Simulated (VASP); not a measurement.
Wanted: the native input for a VASP 6.6.1 run.

```
Task                   : single point
Functional             : LDA
Potentials or basis    : VASP PAW LDA potentials, release 64 (Mo_sv, S)
Cutoff                 : 520 eV
k mesh                 : 11 × 11 × 11
Occupations            : fermi-dirac, width 0.15 eV
Spin                   : no spin polarisation
Dipole correction      : no
Further INCAR settings : ALGO = Normal; EDIFF = 1e-07; NBANDS = 20
```

The structure of MoS2 lies in POSCAR:

```
MoS2
1.0
    1.5532151645      0.8967487752      6.0457425708
   -1.5532151645      0.8967487752      6.0457425708
    0.0000000000     -1.7934985335      6.0457425708
Mo S
1 2
Direct
    0.0000000000      0.0000000000      0.0000000000
    0.2500000000      0.2500000000      0.2500000000
    0.4170000000      0.4170000000      0.4170000000
```

These files were run (other wordings do the same):

INCAR

```
PREC = Accurate
ENCUT = 520
EDIFF = 1E-7
ISMEAR = -1
SIGMA = 0.15
LREAL = F
LASPH = T
NELM = 60
ALGO = Normal
ISIF = 2
LWAVE = F
LCHARG = F
NBANDS = 20
```

KPOINTS

```
Automatic mesh
0
Gamma
  11 11 11
```

Potentials or basis: VASP PAW LDA potentials, release 64 (Mo_sv, S).

Command:

```console
$ cat potpaw_LDA.64/Mo_sv/POTCAR potpaw_LDA.64/S/POTCAR > POTCAR
$ mpirun -np 1 vasp_std > vasp.out
```

Results of the run:

* Pressure: 6.4 GPa
* Largest force: 1.024 eV/Å
* Band gap on the k mesh: 0.82 eV (least direct gap 2.03 eV)

Caveat: the cell stands under pressure; forces of over 1 eV/Å act on the atoms, so gaps and moduli don't describe the material at rest.

It took 11 min on 1 thread of Intel Xeon 8259CL, on a shared host, peak memory 0.34 GiB.
